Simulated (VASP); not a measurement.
# Na in VASP: single point with PBE+D3(BJ)

Aim: the single point of Na with PBE+D3(BJ).

Everything below comes from runs of VASP 6.6.1. Logs are shortened: lines on timing, memory, paths and dates and some standing lists are left out, and cuts for length are marked.

### Step 1. The cell of the first run

The cell holds a slab with vacuum, 12 atoms: a = 7.063 Å, b = 7.063 Å, c = 25.982 Å, α = 90.00°, β = 90.00°, γ = 109.47°.

### Step 2. Single point, PBE+D3(BJ)

Contents of INCAR:

```
PREC = Accurate ; ENCUT = 520
EDIFF = 1E-7 ; ISMEAR = 0
SIGMA = 0.1 ; LREAL = F
LASPH = T ; NELM = 60
ALGO = Normal ; ISIF = 2
LWAVE = F ; LCHARG = F
LDIPOL = T ; IDIPOL = 3
DIPOL = 0.5 0.5 0.421 ; GGA = PE
IVDW = 12 ; NBANDS = 54
```

Contents of KPOINTS:

```
Automatic mesh
0
Gamma
  3 3 1
```

Contents of POSCAR:

```
Na
1.0
    7.0632143068      0.0000000000      0.0000000000
   -2.3544047689      6.6592623111      0.0000000000
    0.0000000000      0.0000000000     25.9815903319
Na
12
Direct
    0.2500000000      0.2500000000      0.3079103279
    0.2500000000      0.7500000000      0.3079103279
    0.7500000000      0.2500000000      0.3079103279
    0.7500000000      0.7500000000      0.3079103279
    0.5048977135      0.4942336980      0.4189756619
    0.4989038125     -0.0071649778      0.4222747229
    0.0061750287      0.5001659701      0.4230644954
    0.0008642339      0.0001877674      0.4182825327
    0.7603503945      0.7440145203      0.5290410206
    0.7483835263      0.2390557173      0.5354725264
    0.2642266746      0.7487226409      0.5398079889
    0.2506507733      0.2436774092      0.5297889035
```

Potentials or basis: VASP PAW PBE potentials, release 64 (Na_pv).

Run with:

```bash
> cat potpaw_PBE.64/Na_pv/POTCAR > POTCAR
> mpirun -np 1 vasp_std > vasp.out
```

OUTCAR:

```text
PREC = Accurate
   ENCUT = 520
   EDIFF = 1E-7
   ISMEAR = 0
   LREAL = F
   LASPH = T
   NELM = 60
   ISIF = 2
   GGA = PE
   IVDW = 12
 IVDW          = 12

 ion  position               nearest neighbor table
   1  0.250  0.250  0.308-
   2  0.250  0.750  0.308-
   3  0.750  0.250  0.308-
   4  0.750  0.750  0.308-
   5  0.505  0.494  0.419-
   6  0.499  0.993  0.422-
   7  0.006  0.500  0.423-
   8  0.001  0.000  0.418-
   9  0.760  0.744  0.529-
  10  0.748  0.239  0.535-
  11  0.264  0.749  0.540-
  12  0.251  0.244  0.530-

  LATTYP: Found a base centered orthorhombic cell.
 ALAT       =     8.1558973628
 B/A-ratio  =     1.4142135624
 C/A-ratio  =     3.1856200705

  Lattice vectors:

 A1 = (   7.0632143068,   0.0000000000,   0.0000000000)
 A2 = (  -2.3544047689,   6.6592623111,   0.0000000000)
 A3 = (   0.0000000000,   0.0000000000,  25.9815903319)

Analysis of symmetry for initial positions (statically):
=====================================================================
 Subroutine PRICEL returns:
 Original cell was already a primitive cell.

 Routine SETGRP: Setting up the symmetry group for a
 base centered orthorhombic supercell.

 Subroutine GETGRP returns: Found  1 space group operations
 (whereof  1 operations were pure point group operations)
 out of a pool of  8 trial point group operations.

The static configuration has the point symmetry C_1 .

Analysis of symmetry for dynamics (positions and initial velocities):
=====================================================================
 Subroutine PRICEL returns:
 Original cell was already a primitive cell.

 Routine SETGRP: Setting up the symmetry group for a
 base centered orthorhombic supercell.

 Subroutine GETGRP returns: Found  1 space group operations
 (whereof  1 operations were pure point group operations)
 out of a pool of  8 trial point group operations.

The dynamic configuration has the point symmetry C_1 .

 Subroutine INISYM returns: Found  1 space group operations
 (whereof  1 operations are pure point group operations),
 and found     1 'primitive' translations

[... 105 lines left out ...]
   NELECT =      84.0000    total number of electrons
   NUPDOWN=      -1.0000    fix difference up-down
   EMIN   =  10.00;   EMAX   =-10.00  energy-range for DOS
   EFERMI =   0.00;   METHOD = LEGACY
   ISMEAR =     0;   SIGMA  =   0.10  broadening in eV -4-tet -1-fermi 0-gaus
   EFERMI_NEDOS =   21; number of points for ismear=-14 and -15
   IALGO  =     38    algorithm
   IMIX   =      4    mixing-type and parameters
     AMIX     =   0.40;   BMIX     =  1.00
     AMIX_MAG =   1.60;   BMIX_MAG =  1.00
  volume/ion in A,a.u.               =     101.84       687.24
  Fermi-wavevector in a.u.,A,eV,Ry     =   0.670610  1.267269  6.118777  0.449717
  Thomas-Fermi vector in A             =   1.746179
   LORBIT       =      0    0 simple, 1 ext, 2 COOP (PROOUT), +10 PAW based schemes
   GGA     = PE    functional components
   LHFCALC =     F    Hartree Fock is set to
   AEXX    =    0.0000 exact exchange contribution
   IVDW    =    12    specifies the selected vdW correction
   LEPSILON=     F    determine dielectric tensor
   LRPA    =     F    only Hartree local field effects (RPA)
 non-spin polarized calculation
 Gauss-broadening in eV      SIGMA  =   0.10
  energy-cutoff  :      520.00
  volume of cell :     1222.06
 maximum number of plane-waves:     32955
 NGX is ok and might be reduce to    54
   NGX = 27   NGY = 27   NGZ = 97

 dipolmoment           0.000000      0.000000      0.008248 electrons x Angstroem

 number of electron      84.0000018 magnetization

 dipolmoment           0.000000      0.000000     -0.001596 electrons x Angstroem

 Free energy of the ion-electron system (eV)
  ---------------------------------------------------
  ext. energy  EPLUGINS =         0.00000000
  ---------------------------------------------------
  free energy    TOTEN  =       -14.39642895 eV

  energy without entropy =      -14.36969035  energy(sigma->0) =      -14.38305965

 E-fermi :  -1.6145     XC(G=0):  -2.8661

 val. band max:       -1.8415919851   @ k =   0.3333   0.0000   0.0000
 cond. band min:      -1.5507674129   @ k =  -0.3333   0.3333   0.0000
 fundamental gap:      0.2908245722
 Fermi energy:        -1.6144887303

 k-point     1 :       0.0000    0.0000    0.0000
  band No.  band energies     occupation
      1     -26.8420      2.00000
      2     -26.8399      2.00000
      3     -26.8322      2.00000
      4     -26.8162      2.00000
      5     -26.8157      2.00000
      6     -26.8142      2.00000
[... 274 lines left out ...]
     53       0.9563      0.00000
     54       1.2115      0.00000

------------------------ aborting loop because EDIFF is reached ----------------------------------------

 vacuum level on the upper side and lower side of the slab       (xc-potential included)        -0.057        -0.050

 Edisp (eV)   -1.44111

 E8    (eV) :    -0.7295

  FORCE on cell =-STRESS in cart. coord.  units (eV):
  Direction    XX          YY          ZZ          XY          YZ          ZX
  --------------------------------------------------------------------------------------
  -------------------------------------------------------------------------------------
  Total      -0.25868    -1.04721     0.10742    -1.11466     0.01396    -0.01324
  in kB      -0.33914    -1.37293     0.14083    -1.46136     0.01830    -0.01736
  external pressure =       -0.52 kB  Pullay stress =        0.00 kB

 VOLUME and BASIS-vectors are now :
 -----------------------------------------------------------------------------
  energy-cutoff  :      520.00
  volume of cell :     1222.06
      direct lattice vectors                 reciprocal lattice vectors
     7.063214307  0.000000000  0.000000000     0.141578601  0.050055594  0.000000000
    -2.354404769  6.659262311  0.000000000     0.000000000  0.150166783  0.000000000
     0.000000000  0.000000000 25.981590332     0.000000000  0.000000000  0.038488791

 POSITION                                       TOTAL-FORCE (eV/Angst)
 -----------------------------------------------------------------------------------
      1.17720      1.66482      8.00000         0.001852      0.002121     -0.022937
      0.00000      4.99445      8.00000        -0.000331     -0.002733      0.004307
      4.70881      1.66482      8.00000         0.001455      0.000176      0.014527
      3.53161      4.99445      8.00000        -0.001538     -0.002091     -0.020405
      2.40257      3.29123     10.88565        -0.006274      0.002570     -0.002145
      1.18633      6.61155     10.97137        -0.001859     -0.003270     -0.002021
     -1.13398      3.33074     10.99189         0.004034      0.007706      0.002650
      0.00566      0.00125     10.86765         0.003918     -0.006642     -0.000046
      3.61881      4.95459     13.74533         0.008401     -0.005688      0.025415
      4.72316      1.59193     13.91243         0.008630      0.016129      0.008200
      0.10349      4.98594     14.02507        -0.016757     -0.014235     -0.024509
      1.19668      1.62271     13.76476        -0.001532      0.005957      0.016963
 -----------------------------------------------------------------------------------
    total drift:                                0.000548     -0.000150     -0.000977

  FREE ENERGIE OF THE ION-ELECTRON SYSTEM (eV)
  ---------------------------------------------------
  free  energy   TOTEN  =       -15.8375356594 eV

  energy  without entropy=      -15.8107970591  energy(sigma->0) =      -15.82416636

 vacuum level on the upper side and lower side of the slab         1.217         1.224
```

Wall time 8.7 min (1 thread of Intel Xeon 6975P-C (Granite Rapids), shared host); peak memory 1 GiB.

What came out:

| Quantity | Value |
| --- | --- |
| Free energy | -15.8375 eV |
| Largest force | 0.033 eV/Å |
| Band gap on the k mesh | zero (bands 42 and 43 overlap by 0.44 eV) |
| Dispersion energy per atom | -0.120 eV |

Forces on the atoms (eV/Å):
```
Na   0.002  0.002 -0.023
Na   0.000 -0.003  0.004
Na   0.001  0.000  0.015
Na  -0.002 -0.002 -0.020
Na  -0.006  0.003 -0.002
Na  -0.002 -0.003 -0.002
Na   0.004  0.008  0.003
Na   0.004 -0.007  0.000
Na   0.008 -0.006  0.025
Na   0.009  0.016  0.008
Na  -0.017 -0.014 -0.025
Na  -0.002  0.006  0.017
```

The gap in the log of VASP goes by the Fermi energy; the results here count the filled bands.